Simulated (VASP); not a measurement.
Input of a VASP 6.6.1 run:

INCAR

```
PREC     = Accurate       # precision mode
ENCUT    = 520            # plane-wave cutoff, eV
EDIFF    = 1E-7           # SCF threshold, eV
ISMEAR   = 0              # smearing method
SIGMA    = 0.1            # smearing width, eV
LREAL    = False          # projectors in reciprocal space
LASPH    = True           # aspherical terms in the spheres
NELM     = 80             # most SCF steps
ALGO     = Normal         # electronic algorithm
ISIF     = 2              # what is computed and relaxed
LWAVE    = False          # write WAVECAR
LCHARG   = True           # write CHGCAR
LDIPOL   = True         
IDIPOL   = 3            
DIPOL    = 0.5 0.5 0.369
GGA      = PE             # functional
LELF     = True           # ELF
LVHAR    = True         
LVACPOTAV= True         
NBANDS   = 26             # bands
```

KPOINTS

```
regular mesh
0
Gamma
  12 12 1
```

POSCAR

```
Pd3Cl
1.0
    2.7875943961      0.0000000000      0.0000000000
   -1.3937971981      2.4141275625      0.0000000000
    0.0000000000      0.0000000000     20.0521225868
Pd Cl
3 1
Direct
    0.6666666667      0.3333333333      0.1994801290
    0.3333333333      0.6666666667      0.3129873791
    0.0000000000      0.0000000000      0.4264946292
    0.0000000000      0.3333333333      0.5379573285
```

Potentials or basis: VASP PAW PBE potentials, release 64 (Pd, Cl).

Launch:

```bash
$ cat potpaw_PBE.64/Pd/POTCAR potpaw_PBE.64/Cl/POTCAR > POTCAR
$ mpirun -np 1 vasp_std > vasp.out
```

(1) What does it give for the band gap on the k mesh?

(2) What does it give for the largest force?

## Answers

(1) zero (an odd number of electrons rules out a gap without spin polarisation).

(2) 0.219 eV/Å.

Caveat: an odd number of electrons without spin polarisation forces a metal; a magnetic or distorted state may lie lower.
